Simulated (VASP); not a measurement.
**HPbNO4: single point with BLYP**

Crystal: HPbNO4.

```xyz
14
Lattice="6.9198 0.0000 0.0028 0.0000 4.3178 0.0000 -3.4182 0.0000 7.3770" Properties=species:S:1:pos:R:3 pbc="T T T"
H    -0.1546    3.2384    3.7081
H     3.6562    1.0795    3.6717
Pb    1.1291    1.0795    2.1057
Pb    2.3724    3.2384    5.2741
N    -1.3725    3.2384    6.1786
N     4.8740    1.0795    1.2012
O     0.7522    3.2384    3.3278
O    -0.1461    3.2384    6.4172
O    -2.2218    3.2384    7.1312
O    -1.8039    3.2384    4.9658
O     2.7494    1.0795    4.0520
O     3.6477    1.0795    0.9626
O     5.7233    1.0795    0.2486
O     5.3055    1.0795    2.4140
```

| Quantity | Value |
| --- | --- |
| Program | VASP 6.6.1 |
| Task | single point |
| Functional | BLYP |
| Potentials or basis | VASP PAW PBE potentials, release 64 (H, Pb_d, N, O) |
| Cutoff | 520 eV |
| k mesh | 3 × 5 × 3 |
| Occupations | fermi-dirac, width 0.05 eV |
| Spin | no spin polarisation |
| Dipole correction | no |
| Further INCAR settings | ALGO = Normal; EDIFF = 1e-07; NBANDS = 57 |

```json
{
 "Pressure": "0.9 GPa",
 "Largest force": "0.578 eV/Å",
 "Band gap on the k mesh": "3.14 eV (least direct gap 3.24 eV)"
}
```

Forces in eV/Å, atoms in the order of the input:
```
H   -0.142  0.000  0.058
H    0.142  0.000 -0.058
Pb   0.011  0.000 -0.019
Pb  -0.011  0.000  0.019
N   -0.075  0.000 -0.013
N    0.075  0.000  0.013
O    0.117  0.000 -0.049
O    0.569  0.000  0.101
O   -0.321  0.000  0.354
O   -0.155  0.000 -0.442
O   -0.117  0.000  0.049
O   -0.569  0.000 -0.101
O    0.321  0.000 -0.354
O    0.155  0.000  0.442
```

Stress tensor (GPa, compression positive):
```
 1.54  0.00 -0.03
 0.00 -0.14  0.00
-0.03  0.00  1.16
```

Levels at points of the mesh, in eV from the valence-band top:
```tsv
k point	band 42	band 43	band 44	band 45	band 46	band 47
(0.00, 0.00, 0.00)	-0.26	-0.20	-0.03	3.25	3.87	4.16
```

Run time: 3.1 min on 1 thread of AMD EPYC 9R45 96-Core Processor (Zen 5), with other jobs on the host, peak memory 0.37 GiB.

Caveat: the standard files for N, O and F lose accuracy on very short bonds; the PAW data sets were made with another functional, which shifts forces and pressure a little; spin-orbit coupling is left out, which moves the levels of the heavy elements; an odd mesh through Γ misses points on the zone boundary, where band edges can lie.
